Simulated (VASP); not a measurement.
# H (P1) in VASP: notebook

H is run at these levels: PBE; tasks: single point.

Program: VASP 6.6.1. These are calculated values, not measurements. Logs are shortened: lines on timing, memory, paths and dates and some standing lists are left out, and cuts for length are marked.

### 1 The cell of the first run

The typed cell holds 16 atoms: a = 6.683 Å, b = 6.683 Å, c = 6.773 Å, α = 112.90°, β = 112.90°, γ = 102.21°.

### 2 Single point, PBE (dynamics (nvt nose hoover) at 1200 K, volume x 1.04, from the last frame before)

File INCAR:

```
ALGO = Normal ; EDIFF = 1E-6
ENCUT = 520 ; GGA = PE
ISIF = 2 ; ISMEAR = -1
LASPH = T ; LCHARG = F
LREAL = Auto ; LWAVE = F
NBANDS = 22 ; NELM = 60
PREC = Accurate ; SIGMA = 0.1034
```

File KPOINTS:

```
Automatic mesh
0
Gamma
  2 2 2
  0.5 0.5 0.5
```

File POSCAR:

```
H
1.0
    0.0000000000      5.2013675077      4.1963218556
    0.0000000000     -5.2013675077      4.1963218556
    5.3160096616      0.0000000000     -4.1963218556
H
16
Direct
    0.0202747346      0.3502162351      0.3660427885
    0.6027140826      0.2158929250      0.6795773954
    0.3093985731      0.3445748993     -0.1804977908
   -0.0041709737     -0.0118045431     -0.0552561072
    0.4285860206      0.5268478718      0.5226134219
    0.8951536552      0.9850457844      0.3087816058
    1.1275844840      0.5003000256     -0.0123207075
    0.6033621698      1.0453034471      0.1961523899
    0.4709685119      0.5929912297      0.4594543945
   -0.1027193504     -0.0153953920      0.4283314262
    0.1000861552      0.5908490164     -0.0340857168
    0.5311762519     -0.0920415836      0.1088058594
    1.0149154157      0.4568229534      0.4778029315
    0.6357884404      1.1574743232      0.7703319333
    0.4068101901      0.4285331312     -0.0370187439
    0.9600718557      0.9243897010      0.0012849864
```

Potentials or basis: VASP PAW PBE potentials, release 64 (H).

Run with:

```console
> cat potpaw_PBE.64/H/POTCAR > POTCAR
> mpirun -np 1 vasp_std > vasp.out
```

OUTCAR:

```text
EDIFF = 1E-6
   ENCUT = 520
   GGA = PE
   ISIF = 2
   ISMEAR = -1
   LASPH = T
   LREAL = Auto
   NELM = 60
   PREC = Accurate

 ion  position               nearest neighbor table
   1  0.020  0.350  0.366-  13 0.83
   2  0.603  0.216  0.680-  14 0.83
   3  0.309  0.345  0.820-  15 0.78
   4  0.996  0.988  0.945-  16 0.74
   5  0.429  0.527  0.523-   9 0.80
   6  0.895  0.985  0.309-  10 0.81
[... 8 lines left out ...]
  15  0.407  0.429  0.963-   3 0.78
  16  0.960  0.924  0.001-   4 0.74

  LATTYP: Found a face centered orthorhombic cell.
 ALAT       =     8.3926437112
 B/A-ratio  =     1.2395063312
 C/A-ratio  =     1.2668260073

  Lattice vectors:

 A1 = (   5.3160096616,  -5.2013675077,   0.0000000000)
 A2 = (   5.3160096616,   0.0000000000,   4.1963218556)
 A3 = (   0.0000000000,  -5.2013675077,   4.1963218556)

Analysis of symmetry for initial positions (statically):
=====================================================================
 Subroutine PRICEL returns:
 Original cell was already a primitive cell.

 Routine SETGRP: Setting up the symmetry group for a
 face centered orthorhombic supercell.

 Subroutine GETGRP returns: Found  1 space group operations
 (whereof  1 operations were pure point group operations)
 out of a pool of  8 trial point group operations.

The static configuration has the point symmetry C_1 .

Analysis of symmetry for dynamics (positions and initial velocities):
=====================================================================
 Subroutine PRICEL returns:
 Original cell was already a primitive cell.

 Routine SETGRP: Setting up the symmetry group for a
 face centered orthorhombic supercell.

 Subroutine GETGRP returns: Found  1 space group operations
 (whereof  1 operations were pure point group operations)
 out of a pool of  8 trial point group operations.

The dynamic configuration has the point symmetry C_1 .

 Subroutine INISYM returns: Found  1 space group operations
 (whereof  1 operations are pure point group operations),
 and found     1 'primitive' translations

----------------------------------------------------------------------------------------

                                     Primitive cell

  volume of cell :     232.0610

  direct lattice vectors                    reciprocal lattice vectors
     0.000000000  5.201367508  4.196321856     0.094055510  0.096128566  0.119151966
     0.000000000 -5.201367508  4.196321856     0.094055510 -0.096128566  0.119151966
     5.316009662  0.000000000 -4.196321856     0.188111020  0.000000000  0.000000000

  length of vectors
     6.683063748  6.683063748  6.772671248     0.179678411  0.179678411  0.188111020

  position of ions in fractional coordinates (direct lattice)
     0.020274735  0.350216235  0.366042789
     0.602714083  0.215892925  0.679577395
     0.309398573  0.344574899  0.819502209
     0.995829026  0.988195457  0.944743893
     0.428586021  0.526847872  0.522613422
     0.895153655  0.985045784  0.308781606
[... 8 lines left out ...]
     0.406810190  0.428533131  0.962981256
     0.960071856  0.924389701  0.001284986

  ion indices of the primitive-cell ions
   primitive index   ion index
                 1           1
                 2           2
                 3           3
                 4           4
                 5           5
                 6           6
[... 8 lines left out ...]
                15          15
                16          16

----------------------------------------------------------------------------------------

 KPOINTS: Automatic mesh

Automatic generation of k-mesh.
 Grid dimensions read from file:
 generate k-points for:    2    2    2

 Generating k-lattice:

  Cartesian coordinates                     Fractional coordinates (reciprocal lattice)
     0.047027755  0.048064283  0.059575983     0.500000000  0.000000000  0.000000000
     0.047027755 -0.048064283  0.059575983     0.000000000  0.500000000  0.000000000
     0.094055510  0.000000000  0.000000000     0.000000000  0.000000000  0.500000000

  Length of vectors
     0.089839205  0.089839205  0.094055510

  Shift w.r.t. Gamma in fractional coordinates (k-lattice)
     0.500000000  0.500000000  0.500000000

 Subroutine IBZKPT returns following result:
 ===========================================

 Found      4 irreducible k-points:

 Following reciprocal coordinates:
            Coordinates               Weight
  0.250000  0.250000  0.250000      2.000000
 -0.250000  0.250000  0.250000      2.000000
 -0.250000  0.250000 -0.250000      2.000000
 -0.250000 -0.250000  0.250000      2.000000
   k-points           NKPTS =      4   k-points in BZ     NKDIM =      4   number of bands    NBANDS=     22
   number of dos      NEDOS =    301   number of ions     NIONS =     16
   total plane-waves  NPLWV = 125000
   dimension x,y,z NGX =    50 NGY =   50 NGZ =   50
   dimension x,y,z NGXF=   100 NGYF=  100 NGZF=  100
   ions per type =              16
   NGX,Y,Z   is equivalent  to a cutoff of  12.44, 12.44, 12.27 a.u.
   NGXF,Y,Z  is equivalent  to a cutoff of  24.88, 24.88, 24.55 a.u.
 SYSTEM =  unknown system
   PREC   = accura    normal or accurate (medium, high low for compatibility)
   ISTART =      0    job   : 0-new  1-cont  2-samecut
   ICHARG =      2    charge: 1-file 2-atom 10-const
   ISPIN  =      1    spin polarized calculation?
   LNONCOLLINEAR =      F non collinear calculations
   LSORBIT =      F    spin-orbit coupling
   LASPH  =      T    aspherical Exc in radial PAW
   ENCUT  =  520.0 eV  38.22 Ry    6.18 a.u.  12.43 12.43 12.59*2*pi/ulx,y,z
   NELM   =     60;   NELMIN=  2; NELMDL= -5     # of ELM steps
   EDIFF  = 0.1E-05   stopping-criterion for ELM
   LREAL  =      T    real-space projection
   EDIFFG = 0.1E-04   stopping-criterion for IOM
   NSW    =      0    number of steps for IOM
   IBRION =     -1    ionic relax: 0-MD 1-quasi-New 2-CG
   NFREE  =      0    steps in history (QN), initial steepest desc. (CG)
   ISIF   =      2    stress and relaxation
   ISYM   =      2    0-nonsym 1-usesym 2-fastsym
   POTIM  = 0.5000    time-step for ionic-motion
   TEBEG  =    0.0;   TEEND  =   0.0 temperature during run
   PSTRESS=    0.0 pullay stress
   NELECT =      16.0000    total number of electrons
   NUPDOWN=      -1.0000    fix difference up-down
   EMIN   =  10.00;   EMAX   =-10.00  energy-range for DOS
   EFERMI =   0.00;   METHOD = LEGACY
   ISMEAR =    -1;   SIGMA  =   0.10  broadening in eV -4-tet -1-fermi 0-gaus
   EFERMI_NEDOS =   21; number of points for ismear=-14 and -15
   IALGO  =     38    algorithm
   IMIX   =      4    mixing-type and parameters
     AMIX     =   0.40;   BMIX     =  1.00
     AMIX_MAG =   1.60;   BMIX_MAG =  1.00
  volume/ion in A,a.u.               =      14.50        97.88
  Fermi-wavevector in a.u.,A,eV,Ry     =   0.671296  1.268566  6.131309  0.450638
  Thomas-Fermi vector in A             =   1.747073
   LORBIT       =      0    0 simple, 1 ext, 2 COOP (PROOUT), +10 PAW based schemes
   GGA     = PE    functional components
   LHFCALC =     F    Hartree Fock is set to
   AEXX    =    0.0000 exact exchange contribution
   IVDW    =     0    specifies the selected vdW correction
   LEPSILON=     F    determine dielectric tensor
   LRPA    =     F    only Hartree local field effects (RPA)
 non-spin polarized calculation
  energy-cutoff  :      520.00
  volume of cell :      232.06
 maximum number of plane-waves:      6266
 NGX is ok and might be reduce to    50
   NGX = 25   NGY = 25   NGZ = 25

 number of electron      15.9999998 magnetization

 Free energy of the ion-electron system (eV)
  ---------------------------------------------------
  ext. energy  EPLUGINS =         0.00000000
  ---------------------------------------------------
  free energy    TOTEN  =       -53.53945447 eV

  energy without entropy =      -53.53945447  energy(sigma->0) =      -53.53945447

 E-fermi :  -5.4961     XC(G=0):  -4.7841

 val. band max:       -7.9716225903   @ k =   0.2500   0.2500   0.2500
 cond. band min:       0.2159920936   @ k =  -0.2500   0.2500  -0.2500
 fundamental gap:      8.1876146839
 Fermi energy:        -5.4960816489

 k-point     1 :       0.2500    0.2500    0.2500
  band No.  band energies     occupation
      1     -10.2820      2.00000
      2     -10.0216      2.00000
      3      -9.4585      2.00000
      4      -9.1741      2.00000
      5      -8.8648      2.00000
      6      -8.4314      2.00000
[... 12 lines left out ...]
     19       4.3627      0.00000
     20       4.6400      0.00000

 k-point     2 :      -0.2500    0.2500    0.2500
  band No.  band energies     occupation
      1     -10.4035      2.00000
      2      -9.8927      2.00000
      3      -9.4108      2.00000
      4      -9.1749      2.00000
      5      -8.8430      2.00000
      6      -8.4795      2.00000
[... 12 lines left out ...]
     19       4.4821      0.00000
     20       4.9742      0.00000

 k-point     3 :      -0.2500    0.2500   -0.2500
  band No.  band energies     occupation
      1     -10.4298      2.00000
      2      -9.8147      2.00000
      3      -9.4447      2.00000
      4      -9.2004      2.00000
      5      -8.8531      2.00000
      6      -8.4455      2.00000
[... 12 lines left out ...]
     19       4.7174      0.00000
     20       5.0829      0.00000

 k-point     4 :      -0.2500   -0.2500    0.2500
  band No.  band energies     occupation
      1     -10.4394      2.00000
      2      -9.8585      2.00000
      3      -9.3968      2.00000
      4      -9.1689      2.00000
      5      -8.8499      2.00000
      6      -8.4628      2.00000
[... 12 lines left out ...]
     19       4.5700      0.00000
     20       5.1013      0.00000
 [bands above 20 left out]

------------------------ aborting loop because EDIFF is reached ----------------------------------------

  FORCE on cell =-STRESS in cart. coord.  units (eV):
  Direction    XX          YY          ZZ          XY          YZ          ZX
  --------------------------------------------------------------------------------------
  -------------------------------------------------------------------------------------
  Total       -3.1998462      0.7515723     -1.4212532      0.8184949      1.1132987      1.4711251
  in kB      -22.0921302      5.1889475     -9.8125061      5.6509892      7.6863504     10.1568282
  external PRESSURE =      -8.9052296 kB  Pullay stress =       0.0000000 kB

 VOLUME and BASIS-vectors are now :
 -----------------------------------------------------------------------------
  energy-cutoff  :      520.00
  volume of cell :      232.06
      direct lattice vectors                 reciprocal lattice vectors
     0.000000000  5.201367508  4.196321856     0.094055510  0.096128566  0.119151966
     0.000000000 -5.201367508  4.196321856     0.094055510 -0.096128566  0.119151966
     5.316009662  0.000000000 -4.196321856     0.188111020  0.000000000  0.000000000

 POSITION                                       TOTAL-FORCE (eV/Angst)
 -----------------------------------------------------------------------------------
      1.94589     -1.71615      0.01867         1.609587     -1.654434     -0.099879
      3.61264      2.01200      0.58341         1.290948      1.336225     -1.321527
      4.35648     -0.18297     -0.69461         1.043658      0.232969      0.261131
      5.02227      0.03970      4.36116        -0.221387     -0.109828      0.498500
      2.77822     -0.51110      1.81625        -0.661985     -0.218131      1.476084
      1.64149     -0.46756      6.59418         1.571685      0.328494     -1.069092
[... 8 lines left out ...]
      5.11922     -0.11299     -0.53561        -1.077551      0.055241     -0.170174
      0.00683      0.18560      7.90241         0.195069      0.116625     -0.462859
 -----------------------------------------------------------------------------------
    total drift:                                0.000393     -0.000051     -0.000111

  FREE ENERGIE OF THE ION-ELECTRON SYSTEM (eV)
  ---------------------------------------------------
  free  energy   TOTEN  =       -53.5394544732 eV

  energy  without entropy=      -53.5394544730  energy(sigma->0) =      -53.53945447
```

Wall time 16 s (1 thread of Intel Xeon 6975P-C (Granite Rapids), shared host); peak memory 0.32 GiB.

Results:

- Free energy: -53.5395 eV
- Pressure: -0.9 GPa
- Largest force: 2.310 eV/Å
- Band gap on the k mesh: 8.19 eV, indirect (least direct gap 8.19 eV)

Forces on the atoms (eV/Å):
```
H    1.610 -1.654 -0.100
H    1.291  1.336 -1.322
H    1.044  0.233  0.261
H   -0.221 -0.110  0.498
H   -0.662 -0.218  1.476
H    1.572  0.328 -1.069
H    0.208  0.750 -0.586
H   -0.649  0.068 -0.587
H    0.678  0.279 -1.386
H   -1.201  0.266  1.091
H   -0.122 -1.086  0.484
H    0.282 -0.601  0.432
H   -1.609  1.508  0.122
H   -1.337 -1.270  1.318
H   -1.078  0.055 -0.170
H    0.195  0.117 -0.463
```

Levels at points of the mesh, in eV from the valence-band top:
```tsv
k point	band 6	band 7	band 8	band 9	band 10	band 11
(0.25, 0.25, 0.25)	-0.46	-0.27	0.00	8.48	8.78	9.06
```

Caveat: the k points lie up to 0.59 Å⁻¹ apart; forces of over 1 eV/Å act on the atoms, so gaps and moduli don't describe the material at rest. A k mesh can miss the band edges.

[end of part 1 of 2]
